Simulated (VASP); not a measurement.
# LiFeN (P-6m2) in VASP: settings compared, part 2 of 3

VASP 6.6.1. The steps go on from the part before.

## (3) Single point, PBE, collinear spin, ferromagnetic start

File INCAR:

```
SYSTEM = LiFeN
  PREC = Accurate
  ENCUT = 750
  EDIFF = 1E-6
  ISMEAR = 0
  SIGMA = 0.1
  LREAL = .FALSE.
  LASPH = .TRUE.
  NELM = 200
  ALGO = Normal
  ISIF = 2
  LWAVE = .FALSE.
  LCHARG = .FALSE.
  ISPIN = 2
  MAGMOM = 0 0.45 0
  LORBIT = 11
  LMAXMIX = 4
  GGA = PE
  ISYM = 0
  NBANDS = 23
  GGA_COMPAT = .FALSE.
```

File KPOINTS:

```
regular mesh
0
G
  6 2 4
  0 0 0
```

File POSCAR:

```
LiFeN
1.0
    3.1006003459      0.0000000000      0.0000000000
   -1.5503001730      2.6851986665      0.0000000000
    0.0000000000      0.0000000000      4.1453390000
Li Fe N
1 1 1
Direct
    0.3333333333      0.6666666667      0.0000000000
    0.6666666667      0.3333333333      0.5000000000
    0.3333333333      0.6666666667      0.5000000000
```

Potentials or basis: VASP PAW PBE potentials, release 64 (Li_sv, Fe_sv, N).

Command:

```console
cat potpaw_PBE.64/Li_sv/POTCAR potpaw_PBE.64/Fe_sv/POTCAR potpaw_PBE.64/N/POTCAR > POTCAR
mpirun -np 1 vasp_std > vasp.out
```

OUTCAR:

```text
SYSTEM = LiFeN
   PREC = Accurate
   ENCUT = 750
   EDIFF = 1E-6
   ISMEAR = 0
   LREAL = .FALSE.
   LASPH = .TRUE.
   NELM = 200
   ISIF = 2
   ISPIN = 2
   LORBIT = 11
   GGA = PE
   ISYM = 0

 ion  position               nearest neighbor table
   1  0.333  0.667  0.000-   3 2.07   3 2.07
   2  0.667  0.333  0.500-   3 1.79   3 1.79   3 1.79
   3  0.333  0.667  0.500-   2 1.79   2 1.79   2 1.79   1 2.07   1 2.07

IMPORTANT INFORMATION: All symmetrisations will be switched off!
NOSYMM: (Re-)initialisation of all symmetry stuff for point group C_1.

----------------------------------------------------------------------------------------

                                     Primitive cell

  volume of cell :      34.5130

  direct lattice vectors                    reciprocal lattice vectors
     3.100600346  0.000000000  0.000000000     0.322518186  0.186205962  0.000000000
    -1.550300173  2.685198666  0.000000000     0.000000000  0.372411923  0.000000000
     0.000000000  0.000000000  4.145339000     0.000000000  0.000000000  0.241234794

  length of vectors
     3.100600346  3.100600346  4.145339000     0.372411923  0.372411923  0.241234794

  position of ions in fractional coordinates (direct lattice)
     0.333333333  0.666666667  0.000000000
     0.666666667  0.333333333  0.500000000
     0.333333333  0.666666667  0.500000000

  ion indices of the primitive-cell ions
   primitive index   ion index
                 1           1
                 2           2
                 3           3

----------------------------------------------------------------------------------------

 KPOINTS: regular mesh

Automatic generation of k-mesh.
 Grid dimensions read from file:
 generate k-points for:    6    2    4

 Generating k-lattice:

  Cartesian coordinates                     Fractional coordinates (reciprocal lattice)
     0.053753031  0.031034327  0.000000000     0.166666667  0.000000000  0.000000000
     0.000000000  0.186205962  0.000000000     0.000000000  0.500000000  0.000000000
     0.000000000  0.000000000  0.060308699     0.000000000  0.000000000  0.250000000

  Length of vectors
     0.062068654  0.186205962  0.060308699

  Shift w.r.t. Gamma in fractional coordinates (k-lattice)
     0.000000000  0.000000000  0.000000000

 -----------------------------------------------------------------------------
|                                                                             |
|           W    W    AA    RRRRR   N    N  II  N    N   GGGG   !!!           |
|           W    W   A  A   R    R  NN   N  II  NN   N  G    G  !!!           |
|           W    W  A    A  R    R  N N  N  II  N N  N  G       !!!           |
|           W WW W  AAAAAA  RRRRR   N  N N  II  N  N N  G  GGG   !            |
|           WW  WW  A    A  R   R   N   NN  II  N   NN  G    G                |
|           W    W  A    A  R    R  N    N  II  N    N   GGGG   !!!           |
|                                                                             |
|     Your reciprocal lattice and k-lattice belong to different lattice       |
|     classes:                                                                |
|                                                                             |
|        The reciprocal lattice is hexagonal,                                 |
|        whereas your k-lattice is base centered orthorhombic.                |
|                                                                             |
|     Results are often still useful ...                                      |
|                                                                             |
 -----------------------------------------------------------------------------

 WARNING: IBZKPT: internal override: KBLOWUP is changed to .FALSE.
[... 58 lines left out ...]
   ISIF   =      2    stress and relaxation
   ISYM   =      0    0-nonsym 1-usesym 2-fastsym
   POTIM  = 0.5000    time-step for ionic-motion
   TEBEG  =    0.0;   TEEND  =   0.0 temperature during run
   PSTRESS=    0.0 pullay stress
   NELECT =      24.0000    total number of electrons
   NUPDOWN=      -1.0000    fix difference up-down
   EMIN   =  10.00;   EMAX   =-10.00  energy-range for DOS
   EFERMI =   0.00;   METHOD = LEGACY
   ISMEAR =     0;   SIGMA  =   0.10  broadening in eV -4-tet -1-fermi 0-gaus
   EFERMI_NEDOS =   21; number of points for ismear=-14 and -15
   IALGO  =     38    algorithm
   IMIX   =      4    mixing-type and parameters
     AMIX     =   0.40;   BMIX     =  1.00
     AMIX_MAG =   1.60;   BMIX_MAG =  1.00
  volume/ion in A,a.u.               =      11.50        77.63
  Fermi-wavevector in a.u.,A,eV,Ry     =   1.450389  2.740838 28.621599  2.103628
  Thomas-Fermi vector in A             =   2.568007
   LORBIT       =     11    0 simple, 1 ext, 2 COOP (PROOUT), +10 PAW based schemes
   GGA     = PE    functional components
   LHFCALC =     F    Hartree Fock is set to
   AEXX    =    0.0000 exact exchange contribution
   IVDW    =     0    specifies the selected vdW correction
   LEPSILON=     F    determine dielectric tensor
   LRPA    =     F    only Hartree local field effects (RPA)
 spin polarized calculation
 Gauss-broadening in eV      SIGMA  =   0.10
  energy-cutoff  :      750.00
  volume of cell :       34.51
 maximum number of plane-waves:      1636
   NGX = 13   NGY = 13   NGZ = 19

 number of electron      24.0000010 magnetization       0.0906321

 Free energy of the ion-electron system (eV)
  ---------------------------------------------------
  ext. energy  EPLUGINS =         0.00000000
  ---------------------------------------------------
  free energy    TOTEN  =       -19.13352051 eV

  energy without entropy =      -19.12914932  energy(sigma->0) =      -19.13133492

 E-fermi :   5.8248     XC(G=0): -10.4401

 val. band max:        5.7690451095   @ k =   0.3333   0.0000   0.0000
 cond. band min:       5.8802778862   @ k =  -0.3333  -0.0000   0.2500
 fundamental gap:      0.1112327767
 Fermi energy:         5.8248228634

 spin component 1

 k-point     1 :       0.0000    0.0000    0.0000
  band No.  band energies     occupation
      1     -81.4696      1.00000
      2     -47.9474      1.00000
      3     -47.9238      1.00000
      4     -46.7707      1.00000
      5     -39.8521      1.00000
      6     -10.4762      1.00000
[... 613 lines left out ...]
     22      23.1501      0.00000
     23      23.9458      0.00000

 [... further k-points ...]

 spin component 2

 k-point     1 :       0.0000    0.0000    0.0000
  band No.  band energies     occupation
      1     -81.3775      1.00000
      2     -47.8580      1.00000
      3     -47.7948      1.00000
      4     -46.7215      1.00000
      5     -39.8519      1.00000
      6     -10.4667      1.00000
[... 613 lines left out ...]
     22      23.1702      0.00000
     23      23.9522      0.00000

 [... further k-points ...]

------------------------ aborting loop because EDIFF is reached ----------------------------------------

  FORCE on cell =-STRESS in cart. coord.  units (eV):
  Direction    XX          YY          ZZ          XY          YZ          ZX
  --------------------------------------------------------------------------------------
  -------------------------------------------------------------------------------------
  Total       -1.1750636      0.1456303     -0.1138659     -1.1437164      0.0000085      0.0000009
  in kB      -54.5493647      6.7605187     -5.2859356    -53.0941496      0.0003932      0.0000411
  external PRESSURE =     -17.6915939 kB  Pullay stress =       0.0000000 kB

 VOLUME and BASIS-vectors are now :
 -----------------------------------------------------------------------------
  energy-cutoff  :      750.00
  volume of cell :       34.51
      direct lattice vectors                 reciprocal lattice vectors
     3.100600346  0.000000000  0.000000000     0.322518186  0.186205962  0.000000000
    -1.550300173  2.685198666  0.000000000     0.000000000  0.372411923  0.000000000
     0.000000000  0.000000000  4.145339000     0.000000000  0.000000000  0.241234794

 POSITION                                       TOTAL-FORCE (eV/Angst)
 -----------------------------------------------------------------------------------
     -0.00000      1.79013      0.00000        -0.025508     -0.014738     -0.000000
      1.55030      0.89507      2.07267        -1.680137     -0.970007      0.000001
     -0.00000      1.79013      2.07267         1.705645      0.984745     -0.000000
 -----------------------------------------------------------------------------------
    total drift:                                0.000849      0.000517      0.000001

  FREE ENERGIE OF THE ION-ELECTRON SYSTEM (eV)
  ---------------------------------------------------
  free  energy   TOTEN  =       -19.1335205117 eV

  energy  without entropy=      -19.1291493247  energy(sigma->0) =      -19.13133492

 total charge

# of ion       s       p       d       tot
------------------------------------------
    1        2.026   0.067   0.000   2.094
    2        2.205   6.041   5.618  13.864
    3        1.266   2.428   0.000   3.695
--------------------------------------------------
tot          5.497   8.537   5.618  19.653

 magnetization (x)

# of ion       s       p       d       tot
------------------------------------------
    1       -0.000   0.000   0.000   0.000
    2        0.002   0.001   0.074   0.077
    3        0.001   0.000   0.000   0.001
--------------------------------------------------
tot          0.002   0.002   0.074   0.078
```

OSZICAR:

```text
N       E                     dE             d eps       ncg     rms          rms(c)
DAV:   1     0.420450556287E+03    0.42045E+03   -0.16356E+04  2576   0.164E+03
DAV:   2     0.798910749281E+01   -0.41246E+03   -0.39295E+03  2604   0.541E+02
DAV:   3    -0.215297762735E+02   -0.29519E+02   -0.28951E+02  3343   0.161E+02
DAV:   4    -0.242146224269E+02   -0.26848E+01   -0.26440E+01  4421   0.394E+01
DAV:   5    -0.242564437697E+02   -0.41821E-01   -0.41805E-01  3015   0.390E+00    0.246E+01
DAV:   6    -0.328105006340E+02   -0.85541E+01   -0.15759E+02  3714   0.121E+02    0.593E+01
DAV:   7    -0.192698294763E+02    0.13541E+02   -0.49665E+01  3192   0.881E+01    0.505E+00
DAV:   8    -0.191644507591E+02    0.10538E+00   -0.19258E+00  3302   0.124E+01    0.251E+00
DAV:   9    -0.191357517019E+02    0.28699E-01   -0.12665E-01  3626   0.398E+00    0.106E+00
DAV:  10    -0.191330629135E+02    0.26888E-02   -0.14904E-02  4057   0.109E+00    0.448E-01
DAV:  11    -0.191333140368E+02   -0.25112E-03   -0.10708E-03  3275   0.291E-01    0.260E-01
DAV:  12    -0.191334407013E+02   -0.12666E-03   -0.37914E-04  3297   0.168E-01    0.126E-01
DAV:  13    -0.191334958775E+02   -0.55176E-04   -0.17641E-04  3720   0.945E-02    0.513E-02
DAV:  14    -0.191335107573E+02   -0.14880E-04   -0.64429E-05  3707   0.456E-02    0.271E-02
DAV:  15    -0.191335177397E+02   -0.69825E-05   -0.60944E-05  3580   0.389E-02    0.940E-03
DAV:  16    -0.191335198113E+02   -0.20716E-05   -0.10312E-05  2578   0.180E-02    0.500E-03
DAV:  17    -0.191335205117E+02   -0.70039E-06   -0.70838E-06  1793   0.141E-02
   1 F= -.19133521E+02 E0= -.19131335E+02  d E =-.437119E-02  mag=     0.0910
```

Wall time 36 s (1 thread of Intel Xeon 6975P-C (Granite Rapids), shared host); peak memory 0.23 GiB.

Results:

| Property | Result |
| --- | --- |
| Free energy | -19.1335 eV |
| Pressure | -1.8 GPa |
| Largest force | 1.970 eV/Å |
| Net moment | 0.09 μB per cell |
| Site moments | Li +0.00; Fe +0.08; N +0.00 μB |
| Valence electrons inside the program's atomic spheres | Li 2.09; Fe 13.86; N 3.69 |

Forces in eV/Å, atoms in the order of the input:
```
Li  -0.026 -0.015  0.000
Fe  -1.680 -0.970  0.000
N    1.706  0.985  0.000
```

Caveat: the k points lie up to 1.03 Å⁻¹ apart; forces of over 1 eV/Å act on the atoms, so gaps and moduli don't describe the material at rest.

[end of part 2 of 3]
